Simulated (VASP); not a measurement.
# ZnO (P6_3mc) in VASP: notebook

ZnO is run at these levels: PBE; tasks: single point.

All numbers are computed with VASP 6.6.1; they aren't measurements. Logs are shortened: lines on timing, memory, paths and dates and some standing lists are left out, and cuts for length are marked.

## Step 1: The cell of the first run

The structure is hexagonal, space group P6_3mc (No. 186). Conventional cell: a = 3.183 Å, b = 3.183 Å, c = 5.098 Å, α = 90.00°, β = 90.00°, γ = 120.00°. Zn (site symmetry 3m) has 4 O at 1.93 to 1.95 Å within 2.6 Å. Within 2.6 Å of O (site symmetry 3m) lie 4 Zn at 1.93 to 1.95 Å.

## Step 2: Single point, PBE (11.18 Å³/atom)

Input file INCAR:

```
PREC = Accurate
ENCUT = 520
EDIFF = 1E-6
ISMEAR = -1
SIGMA = 0.02
LREAL = False
LASPH = True
NELM = 80
ALGO = Normal
ISIF = 2
LWAVE = False
LCHARG = False
GGA = PE
NBANDS = 26
```

Input file KPOINTS:

```
Automatic mesh
0
Gamma
  11 11 6
```

Input file POSCAR:

```
ZnO
1.0
    3.1830658516      0.0000000000      0.0000000000
   -1.5915329258      2.7566158894      0.0000000000
    0.0000000000      0.0000000000      5.0975701925
Zn O
2 2
Direct
    0.3333333333      0.6666666667      0.0000000000
    0.6666666667      0.3333333333      0.5000000000
    0.3333333333      0.6666666667      0.3821000000
    0.6666666667      0.3333333333      0.8821000000
```

Potentials or basis: VASP PAW PBE potentials, release 64 (Zn, O).

On the command line:

```console
cat potpaw_PBE.64/Zn/POTCAR potpaw_PBE.64/O/POTCAR > POTCAR
mpirun -np 1 vasp_std > vasp.out
```

OUTCAR:

```text
PREC = Accurate
   ENCUT = 520
   EDIFF = 1E-6
   ISMEAR = -1
   LREAL = False
   LASPH = True
   NELM = 80
   ISIF = 2
   GGA = PE

 ion  position               nearest neighbor table
   1  0.333  0.667  0.000-   4 1.93   4 1.93   4 1.93   3 1.95
   2  0.667  0.333  0.500-   3 1.93   3 1.93   3 1.93   4 1.95
   3  0.333  0.667  0.382-   2 1.93   2 1.93   2 1.93   1 1.95
   4  0.667  0.333  0.882-   1 1.93   1 1.93   1 1.93   2 1.95

  LATTYP: Found a hexagonal cell.
 ALAT       =     3.1830658516
 C/A-ratio  =     1.6014655147

  Lattice vectors:

 A1 = (   3.1830658516,   0.0000000000,   0.0000000000)
 A2 = (  -1.5915329258,   2.7566158894,   0.0000000000)
 A3 = (   0.0000000000,   0.0000000000,   5.0975701925)

Analysis of symmetry for initial positions (statically):
=====================================================================
 Subroutine PRICEL returns:
 Original cell was already a primitive cell.

 Routine SETGRP: Setting up the symmetry group for a
 hexagonal supercell.

 Subroutine GETGRP returns: Found 12 space group operations
 (whereof  6 operations were pure point group operations)
 out of a pool of 24 trial point group operations.

The static configuration has the point symmetry C_3v.
 The point group associated with its full space group is C_6v.

Analysis of symmetry for dynamics (positions and initial velocities):
=====================================================================
 Subroutine PRICEL returns:
 Original cell was already a primitive cell.

 Routine SETGRP: Setting up the symmetry group for a
 hexagonal supercell.

 Subroutine GETGRP returns: Found 12 space group operations
 (whereof  6 operations were pure point group operations)
 out of a pool of 24 trial point group operations.

The dynamic configuration has the point symmetry C_3v.
 The point group associated with its full space group is C_6v.

 Subroutine INISYM returns: Found 12 space group operations
 (whereof  6 operations are pure point group operations),
 and found     1 'primitive' translations

----------------------------------------------------------------------------------------

                                     Primitive cell

  volume of cell :      44.7286

  direct lattice vectors                    reciprocal lattice vectors
     3.183065852  0.000000000  0.000000000     0.314162523  0.181381817  0.000000000
    -1.591532926  2.756615889  0.000000000     0.000000000  0.362763635  0.000000000
     0.000000000  0.000000000  5.097570193     0.000000000  0.000000000  0.196171894

  length of vectors
     3.183065852  3.183065852  5.097570193     0.362763635  0.362763635  0.196171894

  position of ions in fractional coordinates (direct lattice)
     0.333333333  0.666666667  0.000000000
     0.666666667  0.333333333  0.500000000
     0.333333333  0.666666667  0.382100000
     0.666666667  0.333333333  0.882100000

  ion indices of the primitive-cell ions
   primitive index   ion index
                 1           1
                 2           2
                 3           3
                 4           4

----------------------------------------------------------------------------------------

 KPOINTS: Automatic mesh

Automatic generation of k-mesh.
 Grid dimensions read from file:
 generate k-points for:   11   11    6

 Generating k-lattice:

  Cartesian coordinates                     Fractional coordinates (reciprocal lattice)
     0.028560229  0.016489256  0.000000000     0.090909091  0.000000000  0.000000000
     0.000000000  0.032978512  0.000000000     0.000000000  0.090909091  0.000000000
     0.000000000  0.000000000  0.032695316     0.000000000  0.000000000  0.166666667

  Length of vectors
     0.032978512  0.032978512  0.032695316

  Shift w.r.t. Gamma in fractional coordinates (k-lattice)
     0.000000000  0.000000000  0.000000000

 Subroutine IBZKPT returns following result:
 ===========================================

 Found     64 irreducible k-points:

 Following reciprocal coordinates:
            Coordinates               Weight
  0.000000  0.000000  0.000000      1.000000
  0.090909 -0.000000  0.000000      6.000000
  0.181818 -0.000000  0.000000      6.000000
  0.272727 -0.000000  0.000000      6.000000
  0.363636 -0.000000  0.000000      6.000000
  0.454545 -0.000000  0.000000      6.000000
[... 16 lines left out ...]
  0.090909  0.090909  0.166667     12.000000
  0.181818  0.090909  0.166667     24.000000
 [... further k-points ...]
   k-points           NKPTS =     64   k-points in BZ     NKDIM =     64   number of bands    NBANDS=     26
   number of dos      NEDOS =    301   number of ions     NIONS =      4
   total plane-waves  NPLWV =  23040
   dimension x,y,z NGX =    24 NGY =   24 NGZ =   40
   dimension x,y,z NGXF=    48 NGYF=   48 NGZF=   80
   ions per type =               2   2
   NGX,Y,Z   is equivalent  to a cutoff of  12.53, 12.53, 13.05 a.u.
   NGXF,Y,Z  is equivalent  to a cutoff of  25.07, 25.07, 26.09 a.u.
 SYSTEM =  unknown system
   PREC   = accura    normal or accurate (medium, high low for compatibility)
   ISTART =      0    job   : 0-new  1-cont  2-samecut
   ICHARG =      2    charge: 1-file 2-atom 10-const
   ISPIN  =      1    spin polarized calculation?
   LNONCOLLINEAR =      F non collinear calculations
   LSORBIT =      F    spin-orbit coupling
   LASPH  =      T    aspherical Exc in radial PAW
   ENCUT  =  520.0 eV  38.22 Ry    6.18 a.u.   5.92  5.92  9.48*2*pi/ulx,y,z
   NELM   =     80;   NELMIN=  2; NELMDL= -5     # of ELM steps
   EDIFF  = 0.1E-05   stopping-criterion for ELM
   LREAL  =      F    real-space projection
   EDIFFG = 0.1E-04   stopping-criterion for IOM
   NSW    =      0    number of steps for IOM
   IBRION =     -1    ionic relax: 0-MD 1-quasi-New 2-CG
   NFREE  =      0    steps in history (QN), initial steepest desc. (CG)
   ISIF   =      2    stress and relaxation
   ISYM   =      2    0-nonsym 1-usesym 2-fastsym
   POTIM  = 0.5000    time-step for ionic-motion
   TEBEG  =    0.0;   TEEND  =   0.0 temperature during run
   PSTRESS=    0.0 pullay stress
   NELECT =      36.0000    total number of electrons
   NUPDOWN=      -1.0000    fix difference up-down
   EMIN   =  10.00;   EMAX   =-10.00  energy-range for DOS
   EFERMI =   0.00;   METHOD = LEGACY
   ISMEAR =    -1;   SIGMA  =   0.02  broadening in eV -4-tet -1-fermi 0-gaus
   EFERMI_NEDOS =   21; number of points for ismear=-14 and -15
   IALGO  =     38    algorithm
   IMIX   =      4    mixing-type and parameters
     AMIX     =   0.40;   BMIX     =  1.00
     AMIX_MAG =   1.60;   BMIX_MAG =  1.00
  volume/ion in A,a.u.               =      11.18        75.46
  Fermi-wavevector in a.u.,A,eV,Ry     =   1.522816  2.877704 31.551464  2.318967
  Thomas-Fermi vector in A             =   2.631343
   LORBIT       =      0    0 simple, 1 ext, 2 COOP (PROOUT), +10 PAW based schemes
   GGA     = PE    functional components
   LHFCALC =     F    Hartree Fock is set to
   AEXX    =    0.0000 exact exchange contribution
   IVDW    =     0    specifies the selected vdW correction
   LEPSILON=     F    determine dielectric tensor
   LRPA    =     F    only Hartree local field effects (RPA)
 non-spin polarized calculation
  energy-cutoff  :      520.00
  volume of cell :       44.73
 maximum number of plane-waves:      1218
 NGX is ok and might be reduce to    24
   NGX = 11   NGY = 11   NGZ = 19

 number of electron      35.9999988 magnetization

 Free energy of the ion-electron system (eV)
  ---------------------------------------------------
  ext. energy  EPLUGINS =         0.00000000
  ---------------------------------------------------
  free energy    TOTEN  =       -17.62007558 eV

  energy without entropy =      -17.62007558  energy(sigma->0) =      -17.62007558

 E-fermi :   2.2824     XC(G=0): -11.2477

 val. band max:        1.7966627809   @ k =   0.0000   0.0000   0.0000
 cond. band min:       2.6750607147   @ k =   0.0000   0.0000   0.0000
 fundamental gap:      0.8783979338
 Fermi energy:         2.2824102360

 k-point     1 :       0.0000    0.0000    0.0000
  band No.  band energies     occupation
      1     -16.8266      2.00000
      2     -15.9966      2.00000
      3      -4.3231      2.00000
      4      -4.2429      2.00000
      5      -4.2429      2.00000
      6      -4.1415      2.00000
[... 18 lines left out ...]
     25      16.3229      0.00000
     26      16.3229      0.00000

 k-point     2 :       0.0909   -0.0000    0.0000
  band No.  band energies     occupation
      1     -16.7753      2.00000
      2     -15.9740      2.00000
      3      -4.3165      2.00000
      4      -4.2418      2.00000
      5      -4.2125      2.00000
      6      -4.1118      2.00000
[... 18 lines left out ...]
     25      16.4382      0.00000
     26      16.4543      0.00000

 k-point     3 :       0.1818   -0.0000    0.0000
  band No.  band energies     occupation
      1     -16.6323      2.00000
      2     -15.9153      2.00000
      3      -4.4581      2.00000
      4      -4.1368      2.00000
      5      -4.1337      2.00000
      6      -4.0503      2.00000
[... 18 lines left out ...]
     25      16.0789      0.00000
     26      16.5629      0.00000

 k-point     4 :       0.2727   -0.0000    0.0000
  band No.  band energies     occupation
      1     -16.4304      2.00000
      2     -15.8461      2.00000
      3      -4.5908      2.00000
      4      -4.1898      2.00000
      5      -4.0415      2.00000
      6      -3.9003      2.00000
[... 18 lines left out ...]
     25      15.5718      0.00000
     26      16.3668      0.00000
[... 496 lines left out ...]
      1     -16.0501      2.00000
      2     -15.8077      2.00000
      3      -4.6242      2.00000
      4      -4.4783      2.00000
      5      -3.9139      2.00000
      6      -3.6594      2.00000
[... 18 lines left out ...]
     25      15.4439      0.00000
     26      16.4138      0.00000

 k-point    23 :       0.0909    0.0909    0.1667
  band No.  band energies     occupation
      1     -16.6300      2.00000
      2     -15.9850      2.00000
      3      -4.4243      2.00000
      4      -4.3525      2.00000
      5      -4.1351      2.00000
      6      -4.0896      2.00000
[... 18 lines left out ...]
     25      15.2793      0.00000
     26      16.4624      0.00000

 k-point    24 :       0.1818    0.0909    0.1667
  band No.  band energies     occupation
      1     -16.4632      2.00000
      2     -15.9123      2.00000
      3      -4.5467      2.00000
      4      -4.3327      2.00000
      5      -4.0692      2.00000
      6      -3.9930      2.00000
[... 18 lines left out ...]
     25      15.1859      0.00000
     26      16.7654      0.00000

 [... further k-points ...]
[... 5 lines left out ...]
  --------------------------------------------------------------------------------------
  -------------------------------------------------------------------------------------
  Total        4.7568726      4.7568726      4.7403483     -0.0000000      0.0000000      0.0000000
  in kB      170.3911396    170.3911396    169.7992384     -0.0000000      0.0000000      0.0000000
  external PRESSURE =     170.1938392 kB  Pullay stress =       0.0000000 kB

 VOLUME and BASIS-vectors are now :
 -----------------------------------------------------------------------------
  energy-cutoff  :      520.00
  volume of cell :       44.73
      direct lattice vectors                 reciprocal lattice vectors
     3.183065852  0.000000000  0.000000000     0.314162523  0.181381817  0.000000000
    -1.591532926  2.756615889  0.000000000     0.000000000  0.362763635  0.000000000
     0.000000000  0.000000000  5.097570193     0.000000000  0.000000000  0.196171894

 POSITION                                       TOTAL-FORCE (eV/Angst)
 -----------------------------------------------------------------------------------
     -0.00000      1.83774      0.00000        -0.000000      0.000000      0.034756
      1.59153      0.91887      2.54879         0.000000      0.000000      0.034756
     -0.00000      1.83774      1.94778         0.000000      0.000000     -0.034756
      1.59153      0.91887      4.49657        -0.000000      0.000000     -0.034756
 -----------------------------------------------------------------------------------
    total drift:                                0.000000      0.000001      0.001736

  FREE ENERGIE OF THE ION-ELECTRON SYSTEM (eV)
  ---------------------------------------------------
  free  energy   TOTEN  =       -17.6200755813 eV

  energy  without entropy=      -17.6200755813  energy(sigma->0) =      -17.62007558
```

It took 2.3 min on 1 thread of AMD EPYC 7R13, shared host; peak memory 0.17 GiB.

What came out:

- Free energy: -17.6201 eV
- Pressure: 17.0 GPa
- Largest force: 0.035 eV/Å
- Band gap on the k mesh: 0.88 eV

Forces in eV/Å, atoms in the order of the input:
```
Zn   0.000  0.000  0.035
Zn   0.000  0.000  0.035
O    0.000  0.000 -0.035
O    0.000  0.000 -0.035
```

Caveat: the cell stands under pressure.

## Step 3: Single point, PBE (11.66 Å³/atom)

This run uses another cell than the first one, of 11.66 Å³/atom.

Input file INCAR:

```
PREC = Accurate ; ENCUT = 520
EDIFF = 1E-6 ; ISMEAR = -1
SIGMA = 0.02 ; LREAL = False
LASPH = True ; NELM = 100
ALGO = Normal ; ISIF = 2
LWAVE = False ; LCHARG = False
GGA = PE ; NBANDS = 26
```

Input file KPOINTS:

```
regular mesh
0
Gamma
  11 11 6
```

Input file POSCAR:

```
ZnO
1.0
    3.2275900217      0.0000000000      0.0000000000
   -1.6137950108      2.7951749517      0.0000000000
    0.0000000000      0.0000000000      5.1688741155
Zn O
2 2
Direct
    0.3333333333      0.6666666667      0.0000000000
    0.6666666667      0.3333333333      0.5000000000
    0.3333333333      0.6666666667      0.3821000000
    0.6666666667      0.3333333333      0.8821000000
```

Potentials or basis: VASP PAW PBE potentials, release 64 (Zn, O).

On the command line:

```console
cat potpaw_PBE.64/Zn/POTCAR potpaw_PBE.64/O/POTCAR > POTCAR
mpirun -np 1 vasp_std > vasp.out
```

It took 2.6 min on 1 thread of AMD EPYC 7R13, shared host; peak memory 0.17 GiB.

It converged, with:

```yaml
Free_energy: -17.7762 eV
Pressure: 9.3 GPa
Largest_force: 0.033 eV/Å
Band_gap_on_the_k_mesh: 0.82 eV
```

Forces on the atoms (eV/Å):
```
Zn   0.000  0.000  0.033
Zn   0.000  0.000  0.033
O    0.000  0.000 -0.033
O    0.000  0.000 -0.033
```

Stress tensor (GPa, compression positive):
```
9.26 0.00 0.00
0.00 9.26 0.00
0.00 0.00 9.41
```

Levels at points of the mesh, in eV from the valence-band top:
| k point | band 14 | band 15 | band 16 | band 17 | band 18 | band 19 | band 20 | band 21 | band 22 | band 23 |
| --- | --- | --- | --- | --- | --- | --- | --- | --- | --- | --- |
| (0.00, 0.00, 0.00) | -0.81 | -0.81 | -0.10 | 0.00 | 0.00 | 0.82 | 5.26 | 8.32 | 12.94 | 12.94 |
| (0.00, 0.00, 0.50) | -2.24 | -0.40 | -0.40 | -0.40 | -0.40 | 3.51 | 3.51 | 10.17 | 10.17 | 13.23 |

Caveat: the cell stands under pressure.

## Step 4: Single point, PBE (12.01 Å³/atom)

This run uses another cell than the first one, of 12.01 Å³/atom.

Input file INCAR:

```
ALGO = Normal
EDIFF = 1E-7
ENCUT = 520
GGA = PE
ISIF = 2
ISMEAR = -1
LASPH = T
LCHARG = T
LELF = T
LREAL = F
LVHAR = T
LWAVE = F
NBANDS = 26
NELM = 60
PREC = Accurate
SIGMA = 0.02
```

Input file KPOINTS:

```
k-points
0
Gamma
  11 11 6
```

Input file POSCAR:

```
ZnO
1.0
    3.2601941478      0.0000000000      0.0000000000
   -1.6300970738      2.8234109532      0.0000000000
    0.0000000000      0.0000000000      5.2210884991
Zn O
2 2
Direct
    0.3333333333      0.6666666667      0.0000000000
    0.6666666667      0.3333333333      0.5000000000
    0.3333333333      0.6666666667      0.3821000000
    0.6666666667      0.3333333333      0.8821000000
```

On the command line:

```console
cat potpaw_PBE.64/Zn/POTCAR potpaw_PBE.64/O/POTCAR > POTCAR
mpirun -np 1 vasp_std > vasp.out
```

Run time: 2.7 min. Hardware: 1 thread of AMD EPYC 7R13, shared host; peak memory 0.17 GiB.

The run converged. Its results:

```
Free energy            : -17.8384 eV
Pressure               : 4.5 GPa
Largest force          : 0.033 eV/Å
Band gap on the k mesh : 0.78 eV
```

Forces on the atoms (eV/Å):
```
Zn   0.000  0.000  0.033
Zn   0.000  0.000  0.033
O    0.000  0.000 -0.033
O    0.000  0.000 -0.033
```

Stress tensor (GPa, compression positive):
```
4.36 0.00 0.00
0.00 4.36 0.00
0.00 0.00 4.67
```

Levels at points of the mesh, in eV from the valence-band top:
```tsv
k point	band 15	band 16	band 17	band 18	band 19	band 20	band 21	band 22
(0.00, 0.00, 0.00)	-0.78	-0.09	0.00	0.00	0.78	5.15	8.22	12.79
(0.00, 0.00, 0.50)	-0.38	-0.38	-0.38	-0.38	3.43	3.43	10.05	10.05
```

Caveat: the cell stands under pressure.

(Continued in part 2 of 2.)
